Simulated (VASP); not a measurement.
Set up this calculation in VASP 6.6.1, as the native input.

```
Task                   : single point
Functional             : PBE
Potentials or basis    : VASP PAW PBE potentials, release 64 (Al)
Cutoff                 : 520 eV
k mesh                 : 22 × 22 × 22
Occupations            : gaussian, width 0.15 eV
Spin                   : no spin polarisation
Dipole correction      : no
Further INCAR settings : ALGO = Normal; EDIFF = 1e-06; NBANDS = 8
```

The structure of Al lies in POSCAR:

```
Al
1.0
   -1.4280996104      1.4280996104      2.0750287339
    1.4280996104     -1.4280996104      2.0750287339
    1.4280996104      1.4280996104     -2.0750287339
Al
1
Direct
    0.0000000000      0.0000000000      0.0000000000
```

This cell differs from its parent crystal: volume 16.928 Å^3 an atom, c/a of the conventional cell 1.4530.

One way to write it, as run:

INCAR

```
PREC = Accurate
ENCUT = 520
EDIFF = 1E-6
ISMEAR = 0
SIGMA = 0.15
LREAL = False
LASPH = True
NELM = 80
ALGO = Normal
ISIF = 2
LWAVE = False
LCHARG = False
GGA = PE
NBANDS = 8
```

KPOINTS

```
Automatic mesh
0
Gamma
  22 22 22
```

Potentials or basis: VASP PAW PBE potentials, release 64 (Al).

Launch:

```bash
$ cat potpaw_PBE.64/Al/POTCAR > POTCAR
$ mpirun -np 1 vasp_std > vasp.out
```

Results of the run:

```yaml
Pressure: -1.9 GPa
```

Run time: 36 s on 1 thread of Intel(R) Xeon(R) Platinum 8375C CPU @ 2.90GHz (Ice Lake), on a shared host, peak memory 0.21 GiB.
